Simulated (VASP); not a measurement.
Write the native input for VASP 6.6.1 that does the following.

```
Task                   : single point
Functional             : PBE
Potentials or basis    : VASP PAW PBE potentials, release 64 (Ce)
Cutoff                 : 500 eV
k mesh                 : 10 × 10 × 10
Occupations            : gaussian, width 0.05 eV
Spin                   : collinear spin, ferromagnetic start
Starting moments       : [1.0] μB
Hubbard terms          : Ce f U = 4.0 eV
Dipole correction      : no
Further INCAR settings : ALGO = Normal; EDIFF = 1e-06; NBANDS = 16
```

The structure of Ce lies in POSCAR:

```
Ce
1.0
    0.0000000000      2.5799993991      2.5799993991
    2.5799993991      0.0000000000      2.5799993991
    2.5799993991      2.5799993991      0.0000000000
Ce
1
Direct
    0.0000000000      0.0000000000      0.0000000000
```

The input as run:

INCAR

```
SYSTEM = Ce
ALGO = Normal ; EDIFF = 1E-6
ENCUT = 500 ; GGA = PE
GGA_COMPAT = .False. ; ISIF = 2
ISMEAR = 0 ; ISPIN = 2
LASPH = .True. ; LCHARG = .False.
LDAU = .True. ; LDAUJ = 0
LDAUL = 3 ; LDAUPRINT = 1
LDAUTYPE = 2 ; LDAUU = 4
LMAXMIX = 6 ; LORBIT = 11
LREAL = .False. ; LWAVE = .False.
MAGMOM = 1 ; NBANDS = 16
NELM = 200 ; PREC = Accurate
SIGMA = 0.05
```

KPOINTS

```
k-points
0
Gamma
  10 10 10
  0 0 0
```

Potentials or basis: VASP PAW PBE potentials, release 64 (Ce).

The run is started by

```bash
$ cat potpaw_PBE.64/Ce/POTCAR > POTCAR
$ mpirun -np 1 vasp_std > vasp.out
```

It gave:

| Item | Value |
| --- | --- |
| Pressure | 1.9 GPa |
| Net moment | 1.17 μB per cell |
| Site moments | Ce +1.04 μB |
| Valence electrons inside the program's atomic spheres | Ce 9.69 |

Caveat: the magnetic or orbital state may not be the lowest.

Run time: 4.9 min on 1 thread of Intel(R) Xeon(R) 6975P-C (Granite Rapids), with other jobs on the host, peak memory 0.22 GiB.
